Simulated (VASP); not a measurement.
# TiN (Osbornite) (Fm-3m) in VASP: a series of runs

The runs below take TiN (Osbornite) through single point, with PBE.

All numbers are computed with VASP 6.6.1; they aren't measurements. Logs are shortened: lines on timing, memory, paths and dates and some standing lists are left out, and cuts for length are marked.

## 1. The cell of the first run

Symmetry: Fm-3m, No. 225, cubic system. The conventional cell has a = 4.238 Å, b = 4.238 Å, c = 4.238 Å, α = 90.00°, β = 90.00°, γ = 90.00°. Ti (site symmetry m-3m) has 6 N at 2.12 Å within 2.8 Å. N (site symmetry m-3m) has 6 Ti at 2.12 Å within 2.8 Å.

## 2. Single point, PBE

Contents of INCAR:

```
PREC = Accurate
ENCUT = 600
EDIFF = 1E-6
ISMEAR = 1
SIGMA = 0.5
LREAL = False
LASPH = True
NELM = 120
ALGO = Normal
ISIF = 2
LWAVE = False
LCHARG = True
GGA = PE
LELF = True
LVHAR = True
NBANDS = 16
GGA_COMPAT = False
```

Contents of KPOINTS:

```
regular mesh
0
Gamma
  9 9 9
```

Contents of POSCAR:

```
TiN
1.0
    2.9967190000      0.0000000000      0.0000000000
    1.4983595000      2.5952347820      0.0000000000
    1.4983595000      0.8650782607      2.4468108175
Ti N
1 1
Direct
    0.0000000000      0.0000000000      0.0000000000
    0.5000000000      0.5000000000      0.5000000000
```

Potentials or basis: VASP PAW PBE potentials, release 64 (Ti_sv, N).

Command:

```sh
> cat potpaw_PBE.64/Ti_sv/POTCAR potpaw_PBE.64/N/POTCAR > POTCAR
> mpirun -np 1 vasp_std > vasp.out
```

OUTCAR:

```text
PREC = Accurate
   ENCUT = 600
   EDIFF = 1E-6
   ISMEAR = 1
   LREAL = False
   LASPH = True
   NELM = 120
   ISIF = 2
   GGA = PE

 ion  position               nearest neighbor table
   1  0.000  0.000  0.000-   2 2.12   2 2.12   2 2.12   2 2.12   2 2.12   2 2.12
   2  0.500  0.500  0.500-   1 2.12   1 2.12   1 2.12   1 2.12   1 2.12   1 2.12

  LATTYP: Found a face centered cubic cell.
 ALAT       =     4.2380006524

  Lattice vectors:

 A1 = (   2.9967190000,   0.0000000000,   0.0000000000)
 A2 = (   1.4983595000,   2.5952347820,   0.0000000000)
 A3 = (   1.4983595000,   0.8650782607,   2.4468108175)

Analysis of symmetry for initial positions (statically):
=====================================================================
 Subroutine PRICEL returns:
 Original cell was already a primitive cell.

 Routine SETGRP: Setting up the symmetry group for a
 face centered cubic supercell.

 Subroutine GETGRP returns: Found 48 space group operations
 (whereof 48 operations were pure point group operations)
 out of a pool of 48 trial point group operations.

The static configuration has the point symmetry O_h .

Analysis of symmetry for dynamics (positions and initial velocities):
=====================================================================
 Subroutine PRICEL returns:
 Original cell was already a primitive cell.

 Routine SETGRP: Setting up the symmetry group for a
 face centered cubic supercell.

 Subroutine GETGRP returns: Found 48 space group operations
 (whereof 48 operations were pure point group operations)
 out of a pool of 48 trial point group operations.

The dynamic configuration has the point symmetry O_h .

 Subroutine INISYM returns: Found 48 space group operations
 (whereof 48 operations are pure point group operations),
 and found     1 'primitive' translations

----------------------------------------------------------------------------------------

                                     Primitive cell

  volume of cell :      19.0293

  direct lattice vectors                    reciprocal lattice vectors
     2.996719000  0.000000000  0.000000000     0.333698288 -0.192660796 -0.136231756
     1.498359500  2.595234782  0.000000000     0.000000000  0.385321593 -0.136231756
     1.498359500  0.865078261  2.446810817     0.000000000  0.000000000  0.408695267

  length of vectors
     2.996719000  2.996719000  2.996719000     0.408695267  0.408695267  0.408695267

[... 79 lines left out ...]
   NELM   =    120;   NELMIN=  2; NELMDL= -5     # of ELM steps
   EDIFF  = 0.1E-05   stopping-criterion for ELM
   LREAL  =      F    real-space projection
   EDIFFG = 0.1E-04   stopping-criterion for IOM
   NSW    =      0    number of steps for IOM
   IBRION =     -1    ionic relax: 0-MD 1-quasi-New 2-CG
   NFREE  =      0    steps in history (QN), initial steepest desc. (CG)
   ISIF   =      2    stress and relaxation
   ISYM   =      2    0-nonsym 1-usesym 2-fastsym
   POTIM  = 0.5000    time-step for ionic-motion
   TEBEG  =    0.0;   TEEND  =   0.0 temperature during run
   PSTRESS=    0.0 pullay stress
   NELECT =      17.0000    total number of electrons
   NUPDOWN=      -1.0000    fix difference up-down
   EMIN   =  10.00;   EMAX   =-10.00  energy-range for DOS
   EFERMI =   0.00;   METHOD = LEGACY
   ISMEAR =     1;   SIGMA  =   0.50  broadening in eV -4-tet -1-fermi 0-gaus
   EFERMI_NEDOS =   21; number of points for ismear=-14 and -15
   IALGO  =     38    algorithm
   IMIX   =      4    mixing-type and parameters
     AMIX     =   0.40;   BMIX     =  1.00
     AMIX_MAG =   1.60;   BMIX_MAG =  1.00
  volume/ion in A,a.u.               =       9.51        64.21
  Fermi-wavevector in a.u.,A,eV,Ry     =   1.576704  2.979538 33.824014  2.485995
  Thomas-Fermi vector in A             =   2.677497
   LORBIT       =      0    0 simple, 1 ext, 2 COOP (PROOUT), +10 PAW based schemes
   GGA     = PE    functional components
   LHFCALC =     F    Hartree Fock is set to
   AEXX    =    0.0000 exact exchange contribution
   IVDW    =     0    specifies the selected vdW correction
   LEPSILON=     F    determine dielectric tensor
   LRPA    =     F    only Hartree local field effects (RPA)
 non-spin polarized calculation
 Methfessel and Paxton  Order N= 1 SIGMA  =   0.50
  energy-cutoff  :      600.00
  volume of cell :       19.03
 maximum number of plane-waves:       650
   NGX = 11   NGY = 11   NGZ = 11

 number of electron      17.0000001 magnetization

 Free energy of the ion-electron system (eV)
  ---------------------------------------------------
  ext. energy  EPLUGINS =         0.00000000
  ---------------------------------------------------
  free energy    TOTEN  =       -19.64043921 eV

  energy without entropy =      -19.65044900  energy(sigma->0) =      -19.64377581

 E-fermi :  11.4705     XC(G=0): -13.0354

 val. band max:       11.3775460210   @ k =   0.1111   0.0000   0.0000
 cond. band min:      11.4905531840   @ k =   0.4444   0.2222   0.1111
 fundamental gap:      0.1130071630
 Fermi energy:        11.4704787466

 k-point     1 :       0.0000    0.0000    0.0000
  band No.  band energies     occupation
      1     -46.3918      2.00000
      2     -22.3694      2.00000
      3     -22.3694      2.00000
      4     -22.3694      2.00000
      5      -5.6335      2.00000
      6       9.4381      2.00000
[... 433 lines left out ...]
      3     -22.5697      2.00000
      4     -22.5697      2.00000
      5      -4.2110      2.00000
      6       5.5270      2.00000
[... 8 lines left out ...]
     15      23.5583      0.00000
     16      25.8898      0.00000

 [... further k-points ...]

------------------------ aborting loop because EDIFF is reached ----------------------------------------

  FORCE on cell =-STRESS in cart. coord.  units (eV):
  Direction    XX          YY          ZZ          XY          YZ          ZX
  --------------------------------------------------------------------------------------
  -------------------------------------------------------------------------------------
  Total        0.2273119      0.2273119      0.2273119     -0.0000000      0.0000000      0.0000000
  in kB       19.1385815     19.1385815     19.1385815     -0.0000000      0.0000000      0.0000000
  external PRESSURE =      19.1385815 kB  Pullay stress =       0.0000000 kB

 VOLUME and BASIS-vectors are now :
 -----------------------------------------------------------------------------
  energy-cutoff  :      600.00
  volume of cell :       19.03
      direct lattice vectors                 reciprocal lattice vectors
     2.996719000  0.000000000  0.000000000     0.333698288 -0.192660796 -0.136231756
     1.498359500  2.595234782  0.000000000     0.000000000  0.385321593 -0.136231756
     1.498359500  0.865078261  2.446810817     0.000000000  0.000000000  0.408695267

 POSITION                                       TOTAL-FORCE (eV/Angst)
 -----------------------------------------------------------------------------------
      0.00000      0.00000      0.00000         0.000000     -0.000000      0.000000
      2.99672      1.73016      1.22341        -0.000000      0.000000      0.000000
 -----------------------------------------------------------------------------------
    total drift:                               -0.000000      0.000000      0.000000

  FREE ENERGIE OF THE ION-ELECTRON SYSTEM (eV)
  ---------------------------------------------------
  free  energy   TOTEN  =       -19.6404392111 eV

  energy  without entropy=      -19.6504489971  energy(sigma->0) =      -19.64377581
```

stdout:

```text
POSCAR found type information on POSCAR TiN
 POSCAR found :  2 types and       2 ions
 scaLAPACK will be used
 LDA part: xc-table for (Slater+PW92), standard interpolation
 POSCAR, INCAR and KPOINTS ok, starting setup
 FFT: planning ... GRIDC
 FFT: planning ... GRID_SOFT
 FFT: planning ... GRID
 WAVECAR not read
 entering main loop
```

Wall time 9 s (1 thread of Intel Xeon 6975P-C, shared host); peak memory 0.14 GiB.

Results:

```
Free energy : -19.6404 eV
Pressure    : 1.9 GPa
```

## 3. Single point, PBE

Contents of INCAR:

```
SYSTEM = TiN
  PREC = Accurate
  ENCUT = 600
  EDIFF = 1E-6
  ISMEAR = 1
  SIGMA = 0.3
  LREAL = .False.
  LASPH = .True.
  NELM = 120
  ALGO = Normal
  ISIF = 2
  LWAVE = .False.
  LCHARG = .True.
  GGA = PE
  LELF = .True.
  LVHAR = .True.
  NBANDS = 16
  GGA_COMPAT = .False.
```

Contents of KPOINTS:

```
regular mesh
0
Gamma
  9 9 9
  0 0 0
```

POSCAR is that of step 2.

Potentials or basis: VASP PAW PBE potentials, release 64 (Ti_sv, N).

Command:

```sh
> cat potpaw_PBE.64/Ti_sv/POTCAR potpaw_PBE.64/N/POTCAR > POTCAR
> mpirun -np 1 vasp_std > vasp.out
```

OUTCAR:

```text
SYSTEM = TiN
   PREC = Accurate
   ENCUT = 600
   EDIFF = 1E-6
   ISMEAR = 1
   LREAL = .False.
   LASPH = .True.
   NELM = 120
   ISIF = 2
   GGA = PE

 ion  position               nearest neighbor table
   1  0.000  0.000  0.000-   2 2.12   2 2.12   2 2.12   2 2.12   2 2.12   2 2.12
   2  0.500  0.500  0.500-   1 2.12   1 2.12   1 2.12   1 2.12   1 2.12   1 2.12

  LATTYP: Found a face centered cubic cell.
 ALAT       =     4.2380006524

  Lattice vectors:

 A1 = (   2.9967190000,   0.0000000000,   0.0000000000)
 A2 = (   1.4983595000,   2.5952347820,   0.0000000000)
 A3 = (   1.4983595000,   0.8650782607,   2.4468108175)

Analysis of symmetry for initial positions (statically):
=====================================================================
 Subroutine PRICEL returns:
 Original cell was already a primitive cell.

 Routine SETGRP: Setting up the symmetry group for a
 face centered cubic supercell.

 Subroutine GETGRP returns: Found 48 space group operations
 (whereof 48 operations were pure point group operations)
 out of a pool of 48 trial point group operations.

The static configuration has the point symmetry O_h .

Analysis of symmetry for dynamics (positions and initial velocities):
=====================================================================
 Subroutine PRICEL returns:
 Original cell was already a primitive cell.

 Routine SETGRP: Setting up the symmetry group for a
 face centered cubic supercell.

 Subroutine GETGRP returns: Found 48 space group operations
 (whereof 48 operations were pure point group operations)
 out of a pool of 48 trial point group operations.

The dynamic configuration has the point symmetry O_h .

 Subroutine INISYM returns: Found 48 space group operations
 (whereof 48 operations are pure point group operations),
 and found     1 'primitive' translations

----------------------------------------------------------------------------------------

                                     Primitive cell

[... 110 lines left out ...]
     AMIX_MAG =   1.60;   BMIX_MAG =  1.00
  volume/ion in A,a.u.               =       9.51        64.21
  Fermi-wavevector in a.u.,A,eV,Ry     =   1.576704  2.979538 33.824014  2.485995
  Thomas-Fermi vector in A             =   2.677497
   LORBIT       =      0    0 simple, 1 ext, 2 COOP (PROOUT), +10 PAW based schemes
   GGA     = PE    functional components
   LHFCALC =     F    Hartree Fock is set to
   AEXX    =    0.0000 exact exchange contribution
   IVDW    =     0    specifies the selected vdW correction
   LEPSILON=     F    determine dielectric tensor
   LRPA    =     F    only Hartree local field effects (RPA)
 non-spin polarized calculation
 Methfessel and Paxton  Order N= 1 SIGMA  =   0.30
  energy-cutoff  :      600.00
  volume of cell :       19.03
 maximum number of plane-waves:       650
   NGX = 11   NGY = 11   NGZ = 11

 number of electron      17.0000001 magnetization

 Free energy of the ion-electron system (eV)
  ---------------------------------------------------
  ext. energy  EPLUGINS =         0.00000000
  ---------------------------------------------------
  free energy    TOTEN  =       -19.64253255 eV

  energy without entropy =      -19.64248268  energy(sigma->0) =      -19.64251592

 E-fermi :  11.4257     XC(G=0): -13.0353

 val. band max:       11.3775907532   @ k =   0.1111   0.0000   0.0000
 cond. band min:      11.4904523485   @ k =   0.4444   0.2222   0.1111
 fundamental gap:      0.1128615953
 Fermi energy:        11.4257496819

 k-point     1 :       0.0000    0.0000    0.0000
  band No.  band energies     occupation
      1     -46.3925      2.00000
      2     -22.3701      2.00000
      3     -22.3701      2.00000
      4     -22.3701      2.00000
      5      -5.6322      2.00000
      6       9.4400      2.00000
[... 433 lines left out ...]
      3     -22.5704      2.00000
      4     -22.5704      2.00000
      5      -4.2095      2.00000
      6       5.5280      2.00000
[... 8 lines left out ...]
     15      23.5589      0.00000
     16      25.8891      0.00000

 [... further k-points ...]

------------------------ aborting loop because EDIFF is reached ----------------------------------------

  FORCE on cell =-STRESS in cart. coord.  units (eV):
  Direction    XX          YY          ZZ          XY          YZ          ZX
  --------------------------------------------------------------------------------------
  -------------------------------------------------------------------------------------
  Total        0.2430253      0.2430253      0.2430253     -0.0000000      0.0000000     -0.0000000
  in kB       20.4615717     20.4615717     20.4615717     -0.0000000      0.0000000     -0.0000000
  external PRESSURE =      20.4615717 kB  Pullay stress =       0.0000000 kB

 VOLUME and BASIS-vectors are now :
 -----------------------------------------------------------------------------
  energy-cutoff  :      600.00
  volume of cell :       19.03
      direct lattice vectors                 reciprocal lattice vectors
     2.996719000  0.000000000  0.000000000     0.333698288 -0.192660796 -0.136231756
     1.498359500  2.595234782  0.000000000     0.000000000  0.385321593 -0.136231756
     1.498359500  0.865078261  2.446810817     0.000000000  0.000000000  0.408695267

 POSITION                                       TOTAL-FORCE (eV/Angst)
 -----------------------------------------------------------------------------------
      0.00000      0.00000      0.00000        -0.000000      0.000000      0.000000
      2.99672      1.73016      1.22341         0.000000     -0.000000      0.000000
 -----------------------------------------------------------------------------------
    total drift:                               -0.000000      0.000000      0.000000

  FREE ENERGIE OF THE ION-ELECTRON SYSTEM (eV)
  ---------------------------------------------------
  free  energy   TOTEN  =       -19.6425325457 eV

  energy  without entropy=      -19.6424826778  energy(sigma->0) =      -19.64251592
```

Wall time 8.7 s (1 thread of Intel Xeon 6975P-C, shared host); peak memory 0.14 GiB.

Results:

* Free energy: -19.6425 eV
* Pressure: 2.0 GPa

## 4. Single point, PBE

Contents of INCAR:

```
SYSTEM = TiN
ALGO = Normal
EDIFF = 1E-6
ENCUT = 600
GGA = PE
GGA_COMPAT = .False.
ISIF = 2
ISMEAR = 1
LASPH = .True.
LCHARG = .False.
LREAL = .False.
LWAVE = .False.
NBANDS = 16
NELM = 120
PREC = Accurate
SIGMA = 0.2
```

Contents of KPOINTS:

```
k-points
0
Gamma
  9 9 9
  0 0 0
```

POSCAR is that of step 3.

Command:

```sh
> cat potpaw_PBE.64/Ti_sv/POTCAR potpaw_PBE.64/N/POTCAR > POTCAR
> mpirun -np 1 vasp_std > vasp.out
```

It took 8 s on 1 thread of Intel Xeon 6975P-C, shared host; peak memory 0.14 GiB.

Results (log left out):

- Free energy: -19.6424 eV
- Pressure: 2.1 GPa

Levels at points of the mesh, in eV from the Fermi level:
| k point | band 7 | band 8 | band 9 | band 10 | band 11 | band 12 |
| --- | --- | --- | --- | --- | --- | --- |
| (0.00, 0.00, 0.00) | -1.97 | -1.97 | -0.55 | -0.55 | -0.55 | 0.65 |

## 5. Single point, PBE

Contents of INCAR:

```
SYSTEM = TiN
  ALGO = Normal
  EDIFF = 1E-6
  ENCUT = 600
  GGA = PE
  GGA_COMPAT = .False.
  ISIF = 2
  ISMEAR = 1
  LASPH = .True.
  LCHARG = .False.
  LREAL = .False.
  LWAVE = .False.
  NBANDS = 16
  NELM = 120
  PREC = Accurate
  SIGMA = 0.1
```

KPOINTS is that of step 4.

POSCAR is that of step 4.

Potentials or basis: VASP PAW PBE potentials, release 64 (Ti_sv, N).

Command:

```sh
> cat potpaw_PBE.64/Ti_sv/POTCAR potpaw_PBE.64/N/POTCAR > POTCAR
> mpirun -np 1 vasp_std > vasp.out
```

OUTCAR:

```text
SYSTEM = TiN
   EDIFF = 1E-6
   ENCUT = 600
   GGA = PE
   ISIF = 2
   ISMEAR = 1
   LASPH = .True.
   LREAL = .False.
   NELM = 120
   PREC = Accurate

 ion  position               nearest neighbor table
   1  0.000  0.000  0.000-   2 2.12   2 2.12   2 2.12   2 2.12   2 2.12   2 2.12
   2  0.500  0.500  0.500-   1 2.12   1 2.12   1 2.12   1 2.12   1 2.12   1 2.12

  LATTYP: Found a face centered cubic cell.
 ALAT       =     4.2380006524

  Lattice vectors:

 A1 = (   2.9967190000,   0.0000000000,   0.0000000000)
 A2 = (   1.4983595000,   2.5952347820,   0.0000000000)
 A3 = (   1.4983595000,   0.8650782607,   2.4468108175)

Analysis of symmetry for initial positions (statically):
=====================================================================
 Subroutine PRICEL returns:
 Original cell was already a primitive cell.

 Routine SETGRP: Setting up the symmetry group for a
 face centered cubic supercell.

 Subroutine GETGRP returns: Found 48 space group operations
 (whereof 48 operations were pure point group operations)
 out of a pool of 48 trial point group operations.

[... 161 lines left out ...]

 E-fermi :  11.4242     XC(G=0): -13.0352

 val. band max:       11.3779710016   @ k =   0.1111   0.0000   0.0000
 cond. band min:      11.4909102614   @ k =   0.4444   0.2222   0.1111
 fundamental gap:      0.1129392599
 Fermi energy:        11.4241766542

 k-point     1 :       0.0000    0.0000    0.0000
  band No.  band energies     occupation
      1     -46.3915      2.00000
      2     -22.3691      2.00000
      3     -22.3691      2.00000
      4     -22.3691      2.00000
      5      -5.6326      2.00000
      6       9.4393      2.00000
[... 433 lines left out ...]
      3     -22.5694      2.00000
      4     -22.5694      2.00000
      5      -4.2100      2.00000
      6       5.5277      2.00000
[... 8 lines left out ...]
     15      23.5587      0.00000
     16      25.8897      0.00000

 [... further k-points ...]

------------------------ aborting loop because EDIFF is reached ----------------------------------------

  FORCE on cell =-STRESS in cart. coord.  units (eV):
  Direction    XX          YY          ZZ          XY          YZ          ZX
  --------------------------------------------------------------------------------------
  -------------------------------------------------------------------------------------
  Total        0.2427148      0.2427148      0.2427148     -0.0000000      0.0000000     -0.0000000
  in kB       20.4354318     20.4354318     20.4354318     -0.0000000      0.0000000     -0.0000000
  external PRESSURE =      20.4354318 kB  Pullay stress =       0.0000000 kB

 VOLUME and BASIS-vectors are now :
 -----------------------------------------------------------------------------
  energy-cutoff  :      600.00
  volume of cell :       19.03
      direct lattice vectors                 reciprocal lattice vectors
     2.996719000  0.000000000  0.000000000     0.333698288 -0.192660796 -0.136231756
     1.498359500  2.595234782  0.000000000     0.000000000  0.385321593 -0.136231756
     1.498359500  0.865078261  2.446810817     0.000000000  0.000000000  0.408695267

 POSITION                                       TOTAL-FORCE (eV/Angst)
 -----------------------------------------------------------------------------------
      0.00000      0.00000      0.00000        -0.000000     -0.000000      0.000000
      2.99672      1.73016      1.22341         0.000000      0.000000      0.000000
 -----------------------------------------------------------------------------------
    total drift:                               -0.000000      0.000000      0.000000

  FREE ENERGIE OF THE ION-ELECTRON SYSTEM (eV)
  ---------------------------------------------------
  free  energy   TOTEN  =       -19.6425208641 eV

  energy  without entropy=      -19.6426540809  energy(sigma->0) =      -19.64256527
```

Wall time 10 s (1 thread of Intel Xeon 6975P-C, shared host); peak memory 0.14 GiB.

Results:

```yaml
Free_energy: -19.6425 eV
Pressure: 2.0 GPa
```

## 6. Summary

```csv
smearing,gap on the mesh (eV),pressure (GPa)
methfessel-paxton 0.5 eV,none,1.9
methfessel-paxton 0.3 eV,none,2.0
methfessel-paxton 0.2 eV,none,2.1
methfessel-paxton 0.1 eV,none,2.0
```

Alike in all rows: task single point; level PBE; potentials or basis VASP PAW PBE potentials, release 64 (Ti_sv, N); no spin polarisation; cell as given; k mesh 9 × 9 × 9; cutoff (eV) 600.

Every run on the cell as given and a fine mesh finds a metal.

Total energies depend on the potentials used, so only differences within one code and one set of settings carry meaning.
